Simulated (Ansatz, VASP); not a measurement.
Ni in VASP and in Ansatz

Contents of INCAR:

```
SYSTEM = Ni
PREC = Accurate ; ENCUT = 520
EDIFF = 1E-6 ; ISMEAR = -1
SIGMA = 0.05 ; LREAL = .FALSE.
LASPH = .TRUE. ; NELM = 150
ALGO = Normal ; ISIF = 2
LWAVE = .FALSE. ; LCHARG = .FALSE.
ISPIN = 2 ; MAGMOM = 1
LORBIT = 11 ; LMAXMIX = 4
NBANDS = 15
```

KPOINTS

```
regular mesh
0
G
  21 21 21
  0 0 0
```

Contents of POSCAR:

```
Ni
1.0
    0.0000000000      1.5197124748      1.5197124748
    1.5197124748      0.0000000000      1.5197124748
    1.5197124748      1.5197124748      0.0000000000
Ni
1
Direct
    0.0000000000      0.0000000000      0.0000000000
```

Input for Ansatz:

```yaml
crystal:
  lattice:
    - [0.0, 1.5197124748, 1.5197124748]
    - [1.5197124748, 0.0, 1.5197124748]
    - [1.5197124748, 1.5197124748, 0.0]
  atoms:
    - { symbol: Ni, position: [0.0, 0.0, 0.0], spin: 1.0 }
magnetization:
  spin_polarized: true
kpoints:
  mp_grid: { grid: [21, 21, 21] }
scf:
  occupations: { method: fermi_dirac, width: 0.05 }
hamiltonian:
  xc: lda
  pseudopotentials: { kind: all_electron, lapw: { basis_error: 0.001 } }
output:
  forces: true
  stress: true
  eigenvalues: true
  populations: true
```

Change from the starting cell: volume scaled by 0.7, LAPW.

Alike in both runs: task single point; functional LDA; k mesh 21 × 21 × 21; occupations fermi-dirac, width 0.05 eV; collinear spin.

|  | VASP | Ansatz |
| --- | --- | --- |
| version | VASP 6.6.1 | Ansatz 0.2.0 |
| potentials or method | VASP PAW LDA potentials, release 64 (Ni), cutoff 520 eV | all-electron LAPW, scalar-relativistic |

Ansatz gave:

| Item | Value |
| --- | --- |
| pressure (GPa) | 213.3 |
| net moment per atom (μB) | 0.50 |
| size of the moment on the site where the two differ most (μB) | 0.51 |

Q: Estimate VASP's values.

A: Pressure (GPa): 212.7; net moment per atom (μB): 0.46; size of the moment on the site where the two differ most (μB): 0.45.

LDA's correlation is that of Perdew and Zunger in VASP and of Perdew and Wang (1992) in Ansatz. Site moments also hang on the region over which each program counts them. Both programs put the cell under a high pressure, so it lies far from rest at this level. Ansatz ran all-electron here, and VASP with PAW potentials.

Noted on VASP's run: the cell as given lies far from equilibrium.
